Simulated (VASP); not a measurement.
Input of a VASP 6.6.1 run:

INCAR

```
ALGO     = Normal         # electronic algorithm
EDIFF    = 1E-6           # SCF threshold, eV
ENCUT    = 520            # plane-wave cutoff, eV
GGA      = PS             # functional
ISIF     = 2              # what is computed and relaxed
ISMEAR   = -1             # smearing method
LASPH    = True           # aspherical terms in the spheres
LCHARG   = False          # write CHGCAR
LREAL    = False          # projectors in reciprocal space
LWAVE    = False          # write WAVECAR
NBANDS   = 11             # bands
NELM     = 60             # most SCF steps
PREC     = Accurate       # precision mode
SIGMA    = 0.05           # smearing width, eV
```

File KPOINTS:

```
k-points
0
Gamma
  11 11 11
```

The input POSCAR:

```
MgO
1.0
    0.0000000000      2.0686600618      2.0686600618
    2.0686600618      0.0000000000      2.0686600618
    2.0686600618      2.0686600618      0.0000000000
Mg O
1 1
Direct
    0.0000000000      0.0000000000      0.0000000000
    0.5000000000      0.5000000000      0.5000000000
```

Potentials or basis: VASP PAW PBE potentials, release 64 (Mg, O).

Launch:

```sh
$ cat potpaw_PBE.64/Mg/POTCAR potpaw_PBE.64/O/POTCAR > POTCAR
$ mpirun -np 1 vasp_std > vasp.out
```

Q: Predict the pressure.

A: 9.3 GPa.

Q: Predict the band gap on the k mesh.

A: 5.17 eV, direct.

Caveat: the PAW data sets were made with another functional, which shifts forces and pressure a little.
